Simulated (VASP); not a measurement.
Input of a VASP 6.6.1 run:

INCAR

```
SYSTEM = Ni3Ge
  PREC = Accurate
  ENCUT = 520
  EDIFF = 1E-6
  ISMEAR = 0
  SIGMA = 0.1
  LREAL = .FALSE.
  LASPH = .TRUE.
  NELM = 60
  ALGO = Fast
  ISIF = 2
  LWAVE = .FALSE.
  LCHARG = .FALSE.
  GGA = PS
  NBANDS = 30
```

KPOINTS

```
regular mesh
0
G
  12 12 12
  0 0 0
```

Contents of POSCAR:

```
Ni3Ge
1.0
    3.5598166866      0.0000000000      0.0000000000
    0.0000000000      3.5598166866      0.0000000000
    0.0000000000      0.0000000000      3.5598166866
Ni Ge
3 1
Direct
    0.5000000000      0.0000000000      0.5000000000
    0.0000000000      0.5000000000      0.5000000000
    0.5000000000      0.5000000000      0.0000000000
    0.0000000000      0.0000000000      0.0000000000
```

Potentials or basis: VASP PAW PBE potentials, release 64 (Ni, Ge_d).

Command:

```console
$ cat potpaw_PBE.64/Ni/POTCAR potpaw_PBE.64/Ge_d/POTCAR > POTCAR
$ mpirun -np 1 vasp_std > vasp.out
```

What does it give for the pressure?

-5.8 GPa.

What does it give for the band gap on the k mesh?

Zero (bands 22 and 23 overlap by 0.22 eV).

Caveat: the cell stands under tension; the PAW data sets were made with another functional, which shifts forces and pressure a little. Spin polarisation is off, so any magnetic state and its effect on volume and gap are missing.
